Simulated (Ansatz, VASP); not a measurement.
## One calculation of SnS2, two programs

```
CELL_PARAMETERS angstrom
3.66226 0.00000 0.00000
-1.83113 3.17161 0.00000
0.00000 0.00000 6.81960
ATOMIC_POSITIONS crystal
Sn 0.00000 0.00000 0.00000
S 0.33333 0.66667 0.21251
S 0.66667 0.33333 0.78749
```

Alike in both runs: functional HSE06; k mesh 6 × 6 × 4; occupations gaussian, width 0.02 eV; no spin polarisation.

Ansatz relaxed the structure, and its values are those at the end. VASP's run is a single point on that final structure, the one shown.

|  | VASP | Ansatz |
| --- | --- | --- |
| version | VASP 6.6.1 | Ansatz 0.2.0 |
| potentials or method | VASP PAW PBE potentials, release 64 (Sn_d, S), cutoff 400 eV | scalar-relativistic, plane waves, PAW |
| valence electrons in the cell | 26 | 26 |

```tsv
	VASP	Ansatz	Ansatz less VASP
gap on the k mesh at the Fermi level (eV)	2.49	2.50	+0.005
least direct gap on the mesh (eV)	2.78	2.78	+0.004
pressure (GPa)	-0.2	0.0	+0.16
rms of the force components (eV/Å)	0.006	0.000	-0.0054
```

With one functional, cell and mesh, what is left measures potentials, basis and numerics.
